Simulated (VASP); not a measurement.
Runs of VASP 6.6.1 on Ge. It takes space group Cmmm (No. 65, orthorhombic). Conventional cell: a = 2.794 Å, b = 5.201 Å, c = 2.698 Å, α = 90.00°, β = 90.00°, γ = 90.00°. Ge (site symmetry mmm) has 8 Ge at 2.70 to 2.95 Å within 3.6 Å. 

```csv
k mesh,gap on the mesh (eV),pressure (GPa)
8 × 8 × 7,none,(b)
6 × 6 × 6,none,(a)
5 × 5 × 5,none,-1.5
3 × 3 × 3,none,-6.4
4 × 4 × 4,none,-2.3
```

Alike in all rows: task single point; level PBEsol; potentials or basis VASP PAW PBE potentials, release 64 (Ge_d); no spin polarisation; cell as given; cutoff (eV) 520; smearing methfessel-paxton 0.1 eV.

Estimate the missing entries.

(a) -4.1; (b) -4.4.

Caveats: some runs use coarse meshes; the PAW data sets were made with another functional, which shifts forces and pressure a little.

A k mesh can miss the band edges, and the runs leave out spin-orbit coupling on Ge.

A gap of «none» marks levels without a gap at the run's occupations.
